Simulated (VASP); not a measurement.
# HC20 in VASP: further runs

The runs below take HC20 through single point, with PBE+D3(BJ).

Program: VASP 6.6.1. These are calculated values, not measurements. Logs are shortened: lines on timing, memory, paths and dates and some standing lists are left out, and cuts for length are marked.

### 1 The cell of the first run

The cell holds a slab with vacuum, 21 atoms: a = 4.929 Å, b = 6.805 Å, c = 22.235 Å, α = 90.00°, β = 90.00°, γ = 90.00°.

### 2 Single point, PBE+D3(BJ)

The input, INCAR:

```
PREC = Accurate
ENCUT = 520
EDIFF = 1E-6
ISMEAR = 0
SIGMA = 0.1
LREAL = Auto
LASPH = T
NELM = 60
ALGO = Normal
ISIF = 2
LWAVE = F
LCHARG = F
LDIPOL = T
IDIPOL = 3
DIPOL = 0.5 0.5 0.305
GGA = PE
IVDW = 12
NBANDS = 56
```

The input, KPOINTS:

```
regular mesh
0
Gamma
  6 4 1
```

The input, POSCAR:

```
HC20
1.0
    4.9292027291      0.0000000000      0.0000000000
    0.0000000000      6.8054113579      0.0000000000
    0.0000000000      0.0000000000     22.2346643469
C H
20 1
Direct
    0.3122885183      0.2500141188      0.1798992752
    0.8122885183      0.2500141188      0.1798992752
    0.0622635010      0.2500141188      0.2119095571
    0.5622635010      0.2500141188      0.2119095571
    0.1871989222      0.7499858812      0.2279080302
    0.6871989222      0.7499858812      0.2279080302
    0.4371739048      0.7499858812      0.2599183120
    0.9371739048      0.7499858812      0.2599183120
    0.0621093260      0.2500141188      0.2759167852
    0.5621093260      0.2500141188      0.2759167852
    0.3120409925      0.2500133946      0.3071026518
    0.8120409925      0.2500133946      0.3071026518
    0.4371093881      0.7499905632      0.3309339292
    0.9371093881      0.7499905632      0.3309339292
    0.1866551682      0.7499900467      0.3565506911
    0.6866551682      0.7499900467      0.3565506911
    0.3119519864      0.2500147752      0.3740490919
    0.8119519864      0.2500147752      0.3740490919
    0.0621664184      0.2500173699      0.4018349100
    0.5621664184      0.2500173699      0.4018349100
    0.2288330851      0.5833507033      0.5502518120
```

Potentials or basis: VASP PAW PBE potentials, release 64 (C, H).

The run is started by

```console
> cat potpaw_PBE.64/C/POTCAR potpaw_PBE.64/H/POTCAR > POTCAR
> mpirun -np 1 vasp_std > vasp.out
```

OUTCAR:

```text
PREC = Accurate
   ENCUT = 520
   EDIFF = 1E-6
   ISMEAR = 0
   LREAL = Auto
   LASPH = T
   NELM = 60
   ISIF = 2
   GGA = PE
   IVDW = 12
 IVDW          = 12

 ion  position               nearest neighbor table
   1  0.312  0.250  0.180-   4 1.42   3 1.42
   2  0.812  0.250  0.180-   3 1.42   4 1.42
   3  0.062  0.250  0.212-   2 1.42   9 1.42   1 1.42
   4  0.562  0.250  0.212-   1 1.42  10 1.42   2 1.42
   5  0.187  0.750  0.228-   7 1.42   8 1.42
   6  0.687  0.750  0.228-   8 1.42   7 1.42
   7  0.437  0.750  0.260-   5 1.42   6 1.42  13 1.58
   8  0.937  0.750  0.260-   6 1.42   5 1.42  14 1.58
   9  0.062  0.250  0.276-  11 1.41  12 1.41   3 1.42
  10  0.562  0.250  0.276-  12 1.41  11 1.41   4 1.42
  11  0.312  0.250  0.307-   9 1.41  10 1.41  17 1.49
  12  0.812  0.250  0.307-  10 1.41   9 1.41  18 1.49
  13  0.437  0.750  0.331-  16 1.36  15 1.36   7 1.58
  14  0.937  0.750  0.331-  15 1.36  16 1.36   8 1.58
  15  0.187  0.750  0.357-  14 1.36  13 1.36
  16  0.687  0.750  0.357-  13 1.36  14 1.36
  17  0.312  0.250  0.374-  19 1.38  20 1.38  11 1.49
  18  0.812  0.250  0.374-  20 1.38  19 1.38  12 1.49
  19  0.062  0.250  0.402-  17 1.38  18 1.38
  20  0.562  0.250  0.402-  18 1.38  17 1.38
  21  0.229  0.583  0.550-

  LATTYP: Found a simple orthorhombic cell.
 ALAT       =     4.9292027291
 B/A-ratio  =     1.3806312566
 C/A-ratio  =     4.5108033832

  Lattice vectors:

 A1 = (   4.9292027291,   0.0000000000,   0.0000000000)
 A2 = (   0.0000000000,   6.8054113579,   0.0000000000)
 A3 = (   0.0000000000,   0.0000000000,  22.2346643469)

Analysis of symmetry for initial positions (statically):
=====================================================================
 Subroutine PRICEL returns:
 Original cell was already a primitive cell.

 Routine SETGRP: Setting up the symmetry group for a
 simple orthorhombic supercell.

 Subroutine GETGRP returns: Found  1 space group operations
 (whereof  1 operations were pure point group operations)
 out of a pool of  8 trial point group operations.

The static configuration has the point symmetry C_1 .

Analysis of symmetry for dynamics (positions and initial velocities):
=====================================================================
 Subroutine PRICEL returns:
 Original cell was already a primitive cell.

 Routine SETGRP: Setting up the symmetry group for a
 simple orthorhombic supercell.

 Subroutine GETGRP returns: Found  1 space group operations
 (whereof  1 operations were pure point group operations)
 out of a pool of  8 trial point group operations.

The dynamic configuration has the point symmetry C_1 .

 Subroutine INISYM returns: Found  1 space group operations
 (whereof  1 operations are pure point group operations),
 and found     1 'primitive' translations

----------------------------------------------------------------------------------------

                                     Primitive cell

  volume of cell :     745.8674

  direct lattice vectors                    reciprocal lattice vectors
     4.929202729  0.000000000  0.000000000     0.202872565  0.000000000  0.000000000
     0.000000000  6.805411358  0.000000000     0.000000000  0.146941889  0.000000000
     0.000000000  0.000000000 22.234664347     0.000000000  0.000000000  0.044974819

  length of vectors
     4.929202729  6.805411358 22.234664347     0.202872565  0.146941889  0.044974819

  position of ions in fractional coordinates (direct lattice)
     0.312288518  0.250014119  0.179899275
     0.812288518  0.250014119  0.179899275
     0.062263501  0.250014119  0.211909557
     0.562263501  0.250014119  0.211909557
     0.187198922  0.749985881  0.227908030
     0.687198922  0.749985881  0.227908030
[... 13 lines left out ...]
     0.562166418  0.250017370  0.401834910
     0.228833085  0.583350703  0.550251812

  ion indices of the primitive-cell ions
   primitive index   ion index
                 1           1
                 2           2
                 3           3
                 4           4
                 5           5
                 6           6
[... 13 lines left out ...]
                20          20
                21          21

----------------------------------------------------------------------------------------

 KPOINTS: regular mesh

Automatic generation of k-mesh.
 Grid dimensions read from file:
 generate k-points for:    6    4    1

 Generating k-lattice:

  Cartesian coordinates                     Fractional coordinates (reciprocal lattice)
     0.033812094  0.000000000  0.000000000     0.166666667  0.000000000  0.000000000
     0.000000000  0.036735472  0.000000000     0.000000000  0.250000000  0.000000000
     0.000000000  0.000000000  0.044974819     0.000000000  0.000000000  1.000000000

  Length of vectors
     0.033812094  0.036735472  0.044974819

  Shift w.r.t. Gamma in fractional coordinates (k-lattice)
     0.000000000  0.000000000  0.000000000

 Subroutine IBZKPT returns following result:
 ===========================================

 Found     14 irreducible k-points:

 Following reciprocal coordinates:
            Coordinates               Weight
  0.000000  0.000000  0.000000      1.000000
  0.166667  0.000000  0.000000      2.000000
  0.333333  0.000000  0.000000      2.000000
  0.500000  0.000000  0.000000      1.000000
  0.000000  0.250000  0.000000      2.000000
  0.166667  0.250000  0.000000      2.000000
  0.166667 -0.250000  0.000000      2.000000
  0.333333  0.250000  0.000000      2.000000
  0.333333 -0.250000  0.000000      2.000000
  0.500000  0.250000  0.000000      2.000000
  0.000000  0.500000  0.000000      1.000000
  0.166667  0.500000  0.000000      2.000000
  0.333333  0.500000  0.000000      2.000000
  0.500000  0.500000  0.000000      1.000000
   k-points           NKPTS =     14   k-points in BZ     NKDIM =     14   number of bands    NBANDS=     56
   number of dos      NEDOS =    301   number of ions     NIONS =     21
   total plane-waves  NPLWV = 362880
   dimension x,y,z NGX =    40 NGY =   54 NGZ =  168
   dimension x,y,z NGXF=    80 NGYF=  108 NGZF=  336
   ions per type =              20   1
   NGX,Y,Z   is equivalent  to a cutoff of  13.49, 13.19, 12.56 a.u.
   NGXF,Y,Z  is equivalent  to a cutoff of  26.98, 26.38, 25.12 a.u.
 SYSTEM =  unknown system
   PREC   = accura    normal or accurate (medium, high low for compatibility)
   ISTART =      0    job   : 0-new  1-cont  2-samecut
   ICHARG =      2    charge: 1-file 2-atom 10-const
   ISPIN  =      1    spin polarized calculation?
   LNONCOLLINEAR =      F non collinear calculations
   LSORBIT =      F    spin-orbit coupling
   LASPH  =      T    aspherical Exc in radial PAW
   ENCUT  =  520.0 eV  38.22 Ry    6.18 a.u.   9.17 12.65 41.34*2*pi/ulx,y,z
   NELM   =     60;   NELMIN=  2; NELMDL= -5     # of ELM steps
   EDIFF  = 0.1E-05   stopping-criterion for ELM
   LREAL  =      T    real-space projection
   EDIFFG = 0.1E-04   stopping-criterion for IOM
   NSW    =      0    number of steps for IOM
   IBRION =     -1    ionic relax: 0-MD 1-quasi-New 2-CG
   NFREE  =      0    steps in history (QN), initial steepest desc. (CG)
   ISIF   =      2    stress and relaxation
   ISYM   =      2    0-nonsym 1-usesym 2-fastsym
   POTIM  = 0.5000    time-step for ionic-motion
   TEBEG  =    0.0;   TEEND  =   0.0 temperature during run
   PSTRESS=    0.0 pullay stress
   NELECT =      81.0000    total number of electrons
   NUPDOWN=      -1.0000    fix difference up-down
   EMIN   =  10.00;   EMAX   =-10.00  energy-range for DOS
   EFERMI =   0.00;   METHOD = LEGACY
   ISMEAR =     0;   SIGMA  =   0.10  broadening in eV -4-tet -1-fermi 0-gaus
   EFERMI_NEDOS =   21; number of points for ismear=-14 and -15
   IALGO  =     38    algorithm
   IMIX   =      4    mixing-type and parameters
     AMIX     =   0.40;   BMIX     =  1.00
     AMIX_MAG =   1.60;   BMIX_MAG =  1.00
  volume/ion in A,a.u.               =      35.52       239.68
  Fermi-wavevector in a.u.,A,eV,Ry     =   0.781057  1.475983  8.300231  0.610050
  Thomas-Fermi vector in A             =   1.884496
   LORBIT       =      0    0 simple, 1 ext, 2 COOP (PROOUT), +10 PAW based schemes
   GGA     = PE    functional components
   LHFCALC =     F    Hartree Fock is set to
   AEXX    =    0.0000 exact exchange contribution
   IVDW    =    12    specifies the selected vdW correction
   LEPSILON=     F    determine dielectric tensor
   LRPA    =     F    only Hartree local field effects (RPA)
 non-spin polarized calculation
 Gauss-broadening in eV      SIGMA  =   0.10
  energy-cutoff  :      520.00
  volume of cell :      745.87
 maximum number of plane-waves:     20120
 NGX is ok and might be reduce to    40
   NGX = 19   NGY = 25   NGZ = 83

 dipolmoment           0.000000      0.000000      0.388360 electrons x Angstroem

 number of electron      81.0000009 magnetization

 dipolmoment           0.000000      0.000000     -0.046789 electrons x Angstroem

 Free energy of the ion-electron system (eV)
  ---------------------------------------------------
  ext. energy  EPLUGINS =         0.00000000
  ---------------------------------------------------
  free energy    TOTEN  =      -160.33769447 eV

  energy without entropy =     -160.20739054  energy(sigma->0) =     -160.27254250

 E-fermi :  -4.0147     XC(G=0):  -3.5292

 val. band max:       -4.0233243529   @ k =   0.1667   0.2500   0.0000
 cond. band min:      -4.0079544248   @ k =   0.5000   0.5000   0.0000
 fundamental gap:      0.0153699281
 Fermi energy:        -4.0146636341

 k-point     1 :       0.0000    0.0000    0.0000
  band No.  band energies     occupation
      1     -22.6833      2.00000
      2     -21.6853      2.00000
      3     -20.9776      2.00000
      4     -19.0859      2.00000
      5     -18.6231      2.00000
      6     -18.5057      2.00000
[... 44 lines left out ...]
     51      -0.0113      0.00000
     52       1.2854      0.00000
[... 713 lines left out ...]
     51       1.6775      0.00000
     52       2.7924      0.00000
 [bands above 52 left out]

------------------------ aborting loop because EDIFF is reached ----------------------------------------

 vacuum level on the upper side and lower side of the slab       (xc-potential included)        -0.133         0.075

 Edisp (eV)   -2.15818

 E8    (eV) :    -0.6455

  FORCE on cell =-STRESS in cart. coord.  units (eV):
  Direction    XX          YY          ZZ          XY          YZ          ZX
  --------------------------------------------------------------------------------------
  -------------------------------------------------------------------------------------
  Total      -1.34181    -0.49517    -3.28917    -0.01379    -0.22001    -0.04007
  in kB      -2.88231    -1.06365    -7.06537    -0.02961    -0.47260    -0.08607
  external pressure =       -3.67 kB  Pullay stress =        0.00 kB

 VOLUME and BASIS-vectors are now :
 -----------------------------------------------------------------------------
  energy-cutoff  :      520.00
  volume of cell :      745.87
      direct lattice vectors                 reciprocal lattice vectors
     4.929202729  0.000000000  0.000000000     0.202872565  0.000000000  0.000000000
     0.000000000  6.805411358  0.000000000     0.000000000  0.146941889  0.000000000
     0.000000000  0.000000000 22.234664347     0.000000000  0.000000000  0.044974819

 POSITION                                       TOTAL-FORCE (eV/Angst)
 -----------------------------------------------------------------------------------
      1.53933      1.70145      4.00000        -0.041730      0.002385      1.880318
      4.00393      1.70145      4.00000        -0.055300      0.000079      1.867139
      0.30691      1.70145      4.71174         0.049488     -0.000431     -3.412816
      2.77151      1.70145      4.71174         0.037339     -0.001754     -3.379693
      0.92274      5.10396      5.06746         0.061878      0.001966      3.211096
      3.38734      5.10396      5.06746         0.062501     -0.000469      3.205873
[... 13 lines left out ...]
      2.77103      1.70147      8.93466        -0.033504      0.029241      0.047372
      1.12796      3.96994     12.23466        -0.005995     -0.081495     -0.135934
 -----------------------------------------------------------------------------------
    total drift:                               -0.020783     -0.000051      0.008190

  FREE ENERGIE OF THE ION-ELECTRON SYSTEM (eV)
  ---------------------------------------------------
  free  energy   TOTEN  =      -162.4958739825 eV

  energy  without entropy=     -162.3655700514  energy(sigma->0) =     -162.43072202

 vacuum level on the upper side and lower side of the slab         2.428         2.670
```

Wall time 14 min (1 thread of Intel Xeon 6975P-C (Granite Rapids), shared host); peak memory 0.89 GiB.

What came out:

| Item | Value |
| --- | --- |
| Free energy | -162.4959 eV |
| Largest force | 3.413 eV/Å |
| Band gap on the k mesh | zero (an odd number of electrons rules out a gap without spin polarisation) |
| Dispersion energy per atom | -0.103 eV |

Forces in eV/Å, atoms in the order of the input:
```
C   -0.042  0.002  1.880
C   -0.055  0.000  1.867
C    0.049  0.000 -3.413
C    0.037 -0.002 -3.380
C    0.062  0.002  3.211
C    0.063  0.000  3.206
C   -0.056  0.000 -3.196
C   -0.067  0.000 -3.198
C    0.014  0.001  1.461
C   -0.010 -0.002  1.451
C    0.003 -0.020  0.068
C   -0.004 -0.005  0.053
C    0.006 -0.002  0.020
C   -0.002 -0.002  0.021
C    0.000 -0.003  0.013
C   -0.001  0.003 -0.015
C    0.010  0.005 -0.077
C   -0.009  0.011 -0.011
C    0.042  0.065  0.129
C   -0.034  0.029  0.047
H   -0.006 -0.081 -0.136
```

### 3 Single point, PBE+D3(BJ)

The input, INCAR:

```
PREC = Accurate ; ENCUT = 520
EDIFF = 1E-6 ; ISMEAR = 0
SIGMA = 0.1 ; LREAL = Auto
LASPH = True ; NELM = 80
ALGO = Normal ; ISIF = 2
LWAVE = False ; LCHARG = False
LDIPOL = True ; IDIPOL = 3
DIPOL = 0.5 0.5 0.305 ; GGA = PE
IVDW = 12 ; NBANDS = 56
```

The input, KPOINTS:

```
Automatic mesh
0
Gamma
  6 4 1
```

Changes to POSCAR since step 2:

```diff
@@ -28,2 +28,2 @@
     0.5621664184      0.2500173699      0.4018349100
-    0.2288330851      0.5833507033      0.5502518120
+    0.3954997517      0.5833507033      0.5502518120
```

Potentials or basis: VASP PAW PBE potentials, release 64 (C, H).

The run is started by

```console
> cat potpaw_PBE.64/C/POTCAR potpaw_PBE.64/H/POTCAR > POTCAR
> mpirun -np 1 vasp_std > vasp.out
```

Wall time 14 min (1 thread of Intel Xeon 6975P-C (Granite Rapids), shared host); peak memory 0.89 GiB.

It converged, with:

```
Free energy                : -162.4950 eV
Largest force              : 3.413 eV/Å
Band gap on the k mesh     : zero (an odd number of electrons rules out a gap without spin polarisation)
Dispersion energy per atom : -0.103 eV
```

Forces on the atoms (eV/Å):
```
C   -0.054  0.003  1.881
C   -0.043 -0.001  1.868
C    0.049 -0.001 -3.380
C    0.038 -0.001 -3.413
C    0.063  0.001  3.209
C    0.062  0.000  3.208
C   -0.060  0.000 -3.191
C   -0.064  0.000 -3.201
C    0.014 -0.003  1.450
C   -0.010  0.001  1.461
C   -0.005 -0.020  0.068
C    0.003 -0.006  0.053
C    0.003 -0.002  0.016
C    0.001 -0.002  0.022
C    0.002  0.000  0.002
C   -0.003  0.001 -0.007
C   -0.006  0.005 -0.078
C    0.009  0.010 -0.012
C    0.036  0.029  0.047
C   -0.040  0.066  0.130
H    0.007 -0.083 -0.133
```

Levels at points of the mesh, in eV from the Fermi level:
| k point | band 37 | band 38 | band 39 | band 40 | band 41 | band 42 | band 43 | band 44 |
| --- | --- | --- | --- | --- | --- | --- | --- | --- |
| (0.00, 0.00, 0.00) | -0.45 | -0.32 | -0.29 | -0.04 | 0.18 | 0.21 | 0.63 | 0.68 |
| (0.50, 0.00, 0.00) | -0.80 | -0.80 | -0.11 | -0.06 | 0.01 | 0.07 | 0.16 | 0.59 |
| (0.00, 0.50, 0.00) | -0.45 | -0.32 | -0.29 | -0.03 | 0.11 | 0.26 | 0.65 | 0.70 |
| (0.50, 0.50, 0.00) | -0.74 | -0.74 | -0.08 | -0.04 | 0.01 | 0.06 | 0.14 | 0.63 |
